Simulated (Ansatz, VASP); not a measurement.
Two plane-wave programs on SnTe

```
CELL_PARAMETERS angstrom
0.00000 3.12997 3.12997
3.12997 0.00000 3.12997
3.12997 3.12997 0.00000
ATOMIC_POSITIONS crystal
Sn 0.00000 0.00000 0.00000
Te 0.50000 0.50000 0.50000
```

Change from the starting cell: volume scaled by 0.975, PAW files.

Alike in both runs: task electric field gradients; functional LDA; k mesh 11 × 11 × 11; occupations fermi-dirac, width 0.08 eV; no spin polarisation.

```csv
,VASP,Ansatz
version,VASP 6.6.1,Ansatz 0.2.0
potentials or method,"VASP PAW LDA potentials, release 64 (Sn_d, Te)","PAW with Ansatz's default frozen-core files, scalar-relativistic"
plane-wave cutoff (eV),520,420
valence electrons in the cell,20,30
```

Ansatz gave:

| Quantity | Value |
| --- | --- |
| pressure (GPa) | -0.6 |

Task: Which values does VASP return?

Result: Pressure (GPa): -0.5.

LDA's correlation is that of Perdew and Zunger in VASP and of Perdew and Wang (1992) in Ansatz. VASP's potentials hold 20 valence electrons a cell and Ansatz's 30, so a difference there can come from the potentials and not from the codes.

Neither program's run includes spin-orbit coupling.
